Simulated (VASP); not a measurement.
# Zr in VASP: single point with PBEsol

Aim: the single point of Zr with PBEsol.

Program: VASP 6.6.1. These are calculated values, not measurements. Logs are shortened: lines on timing, memory, paths and dates and some standing lists are left out, and cuts for length are marked.

### Step 1. The cell of the first run

The cell holds a slab with vacuum, 10 atoms: a = 3.183 Å, b = 5.118 Å, c = 26.947 Å, α = 90.00°, β = 90.00°, γ = 90.00°.

### Step 2. Single point, PBEsol

The input, INCAR:

```
ALGO = Normal
DIPOL = 0.5 0.5 0.500
EDIFF = 1E-6
ENCUT = 520
GGA = PS
IDIPOL = 3
ISIF = 2
ISMEAR = 0
LASPH = T
LCHARG = F
LDIPOL = T
LREAL = F
LWAVE = F
NBANDS = 71
NELM = 80
PREC = Accurate
SIGMA = 0.1
```

The input, KPOINTS:

```
k-points
0
Gamma
  11 7 1
```

The input, POSCAR:

```
Zr
1.0
    3.1834311920      0.0000000000      0.0000000000
    0.0000000000      5.1176265140      0.0000000000
    0.0000000000      0.0000000000     26.9467065619
Zr
10
Direct
    0.0000000000      0.7500000000      0.2783271485
    0.5000000000      0.2500000000      0.3124306642
    0.5000000000      0.7500000000      0.3806376954
    0.0000000000      0.2500000000      0.4147412110
    0.0000000000      0.7500000000      0.4829482422
    0.5000000000      0.2500000000      0.5170517578
    0.5000000000      0.7500000000      0.5852587890
    0.0000000000      0.2500000000      0.6193623046
    0.0000000000      0.7500000000      0.6875693358
    0.5000000000      0.2500000000      0.7216728515
```

Potentials or basis: VASP PAW PBE potentials, release 64 (Zr_sv).

The run is started by

```
> cat potpaw_PBE.64/Zr_sv/POTCAR > POTCAR
> mpirun -np 1 vasp_std > vasp.out
```

OUTCAR:

```text
EDIFF = 1E-6
   ENCUT = 520
   GGA = PS
   ISIF = 2
   ISMEAR = 0
   LASPH = T
   LREAL = F
   NELM = 80
   PREC = Accurate

 ion  position               nearest neighbor table
   1  0.000  0.750  0.278-   2 3.15   2 3.15   2 3.15   2 3.15   3 3.18   3 3.18
   2  0.500  0.250  0.312-   3 3.15   3 3.15   1 3.15   1 3.15   1 3.15   1 3.15   4 3.18   4 3.18

   3  0.500  0.750  0.381-   2 3.15   2 3.15   4 3.15   4 3.15   4 3.15   4 3.15   5 3.18   5 3.18
                             1 3.18   1 3.18
   4  0.000  0.250  0.415-   5 3.15   5 3.15   3 3.15   3 3.15   3 3.15   3 3.15   2 3.18   2 3.18
                             6 3.18   6 3.18
   5  0.000  0.750  0.483-   4 3.15   4 3.15   6 3.15   6 3.15   6 3.15   6 3.15   7 3.18   7 3.18
                             3 3.18   3 3.18
   6  0.500  0.250  0.517-   7 3.15   7 3.15   5 3.15   5 3.15   5 3.15   5 3.15   4 3.18   4 3.18
                             8 3.18   8 3.18
   7  0.500  0.750  0.585-   6 3.15   6 3.15   8 3.15   8 3.15   8 3.15   8 3.15   5 3.18   5 3.18
                             9 3.18   9 3.18
   8  0.000  0.250  0.619-   9 3.15   9 3.15   7 3.15   7 3.15   7 3.15   7 3.15   6 3.18   6 3.18
                            10 3.18  10 3.18
   9  0.000  0.750  0.688-   8 3.15   8 3.15  10 3.15  10 3.15  10 3.15  10 3.15   7 3.18   7 3.18

  10  0.500  0.250  0.722-   9 3.15   9 3.15   9 3.15   9 3.15   8 3.18   8 3.18

  LATTYP: Found a simple orthorhombic cell.
 ALAT       =     3.1834311920
 B/A-ratio  =     1.6075819471
 C/A-ratio  =     8.4646737865

  Lattice vectors:

 A1 = (   3.1834311920,   0.0000000000,   0.0000000000)
 A2 = (   0.0000000000,   5.1176265140,   0.0000000000)
 A3 = (   0.0000000000,   0.0000000000,  26.9467065619)

Analysis of symmetry for initial positions (statically):
=====================================================================
 Subroutine PRICEL returns:
 Original cell was already a primitive cell.

 Routine SETGRP: Setting up the symmetry group for a
 simple orthorhombic supercell.

 Subroutine GETGRP returns: Found  8 space group operations
 (whereof  2 operations were pure point group operations)
 out of a pool of  8 trial point group operations.

The static configuration has the point symmetry C_1h.
 The point group associated with its full space group is D_2h.

Analysis of symmetry for dynamics (positions and initial velocities):
=====================================================================
 Subroutine PRICEL returns:
 Original cell was already a primitive cell.

 Routine SETGRP: Setting up the symmetry group for a
 simple orthorhombic supercell.

[... 136 lines left out ...]
   EFERMI_NEDOS =   21; number of points for ismear=-14 and -15
   IALGO  =     38    algorithm
   IMIX   =      4    mixing-type and parameters
     AMIX     =   0.40;   BMIX     =  1.00
     AMIX_MAG =   1.60;   BMIX_MAG =  1.00
  volume/ion in A,a.u.               =      43.90       296.26
  Fermi-wavevector in a.u.,A,eV,Ry     =   1.062459  2.007756 15.358504  1.128818
  Thomas-Fermi vector in A             =   2.197910
   LORBIT       =      0    0 simple, 1 ext, 2 COOP (PROOUT), +10 PAW based schemes
   GGA     = PS    functional components
   LHFCALC =     F    Hartree Fock is set to
   AEXX    =    0.0000 exact exchange contribution
   IVDW    =     0    specifies the selected vdW correction
   LEPSILON=     F    determine dielectric tensor
   LRPA    =     F    only Hartree local field effects (RPA)
 non-spin polarized calculation
 Gauss-broadening in eV      SIGMA  =   0.10
  energy-cutoff  :      520.00
  volume of cell :      439.01
 maximum number of plane-waves:     11884
 NGX is ok and might be reduce to    24
   NGX = 11   NGY = 19   NGZ =101

 number of electron     119.9999999 magnetization

 dipolmoment           0.000000      0.000000      0.000000 electrons x Angstroem

 Free energy of the ion-electron system (eV)
  ---------------------------------------------------
  ext. energy  EPLUGINS =         0.00000000
  ---------------------------------------------------
  free energy    TOTEN  =       -87.09539259 eV

  energy without entropy =      -87.02479599  energy(sigma->0) =      -87.06009429

 E-fermi :   2.9992     XC(G=0):  -6.6064

 val. band max:        2.9910787467   @ k =   0.0909   0.4286   0.0000
 cond. band min:       2.9997012584   @ k =   0.3636   0.2857   0.0000
 fundamental gap:      0.0086225117
 Fermi energy:         2.9992311446

 k-point     1 :       0.0000    0.0000    0.0000
  band No.  band energies     occupation
      1     -45.9920      2.00000
      2     -45.9920      2.00000
      3     -45.6532      2.00000
      4     -45.6296      2.00000
      5     -45.5938      2.00000
      6     -45.5592      2.00000
[... 1765 lines left out ...]
     70       4.5207      0.00000
     71       4.7760      0.00000

------------------------ aborting loop because EDIFF is reached ----------------------------------------

 vacuum level on the upper side and lower side of the slab       (xc-potential included)        -0.269        -0.269

  FORCE on cell =-STRESS in cart. coord.  units (eV):
  Direction    XX          YY          ZZ          XY          YZ          ZX
  --------------------------------------------------------------------------------------
  -------------------------------------------------------------------------------------
  Total       -5.8970467     -4.6102960     -2.4863208     -0.0000000     -0.0000000      0.0000000
  in kB      -21.5216418    -16.8255645     -9.0739836     -0.0000000     -0.0000000      0.0000000
  external PRESSURE =     -15.8070633 kB  Pullay stress =       0.0000000 kB

 VOLUME and BASIS-vectors are now :
 -----------------------------------------------------------------------------
  energy-cutoff  :      520.00
  volume of cell :      439.01
      direct lattice vectors                 reciprocal lattice vectors
     3.183431192  0.000000000  0.000000000     0.314126469  0.000000000  0.000000000
     0.000000000  5.117626514  0.000000000     0.000000000  0.195403083  0.000000000
     0.000000000  0.000000000 26.946706562     0.000000000  0.000000000  0.037110286

 POSITION                                       TOTAL-FORCE (eV/Angst)
 -----------------------------------------------------------------------------------
      0.00000      3.83822      7.50000        -0.000000      0.000000      0.386941
      1.59172      1.27941      8.41898         0.000000      0.000000     -0.023918
      1.59172      3.83822     10.25693        -0.000000     -0.000000     -0.328239
      0.00000      1.27941     11.17591        -0.000000      0.000000      0.023786
      0.00000      3.83822     13.01386        -0.000000      0.000000      0.020796
      1.59172      1.27941     13.93284         0.000000      0.000000     -0.020796
      1.59172      3.83822     15.77080        -0.000000      0.000000     -0.023786
      0.00000      1.27941     16.68977        -0.000000     -0.000000      0.328239
      0.00000      3.83822     18.52773        -0.000000     -0.000000      0.023918
      1.59172      1.27941     19.44671        -0.000000      0.000000     -0.386941
 -----------------------------------------------------------------------------------
    total drift:                                0.000000     -0.000000      0.000000

  FREE ENERGIE OF THE ION-ELECTRON SYSTEM (eV)
  ---------------------------------------------------
  free  energy   TOTEN  =       -87.0953925923 eV

  energy  without entropy=      -87.0247959947  energy(sigma->0) =      -87.06009429

 vacuum level on the upper side and lower side of the slab         6.614         6.614
```

stdout:

```text
POSCAR found type information on POSCAR Zr
 POSCAR found :  1 types and      10 ions
 scaLAPACK will be used
 -----------------------------------------------------------------------------
|                                                                             |
|                                                                             |
|     You enforced a specific xc type in the INCAR file but a different       |
|     I HOPE YOU KNOW WHAT YOU ARE DOING!                                     |
|                                                                             |
 -----------------------------------------------------------------------------

 LDA part: xc-table for (Slater+PW92), standard interpolation
 POSCAR, INCAR and KPOINTS ok, starting setup
 FFT: planning ... GRIDC
 FFT: planning ... GRID_SOFT
 FFT: planning ... GRID
 WAVECAR not read
 entering main loop
```

Run time: 56 min. Hardware: 1 thread of Intel Xeon 8259CL, shared host; peak memory 0.75 GiB.

What came out:

| Quantity | Value |
| --- | --- |
| Free energy | -87.0954 eV |
| Largest force | 0.387 eV/Å |
| Band gap on the k mesh | zero (bands 60 and 61 overlap by 0.43 eV) |

Forces in eV/Å, atoms in the order of the input:
```
Zr   0.000  0.000  0.387
Zr   0.000  0.000 -0.024
Zr   0.000  0.000 -0.328
Zr   0.000  0.000  0.024
Zr   0.000  0.000  0.021
Zr   0.000  0.000 -0.021
Zr   0.000  0.000 -0.024
Zr   0.000  0.000  0.328
Zr   0.000  0.000  0.024
Zr   0.000  0.000 -0.387
```

Levels at points of the mesh, in eV from the Fermi level:
```tsv
k point	band 58	band 59	band 60	band 61	band 62	band 63
(0.00, 0.00, 0.00)	0.08	0.24	0.35	0.62	0.66	0.84
```

Caveat: the PAW data sets were made with another functional, which shifts forces and pressure a little.
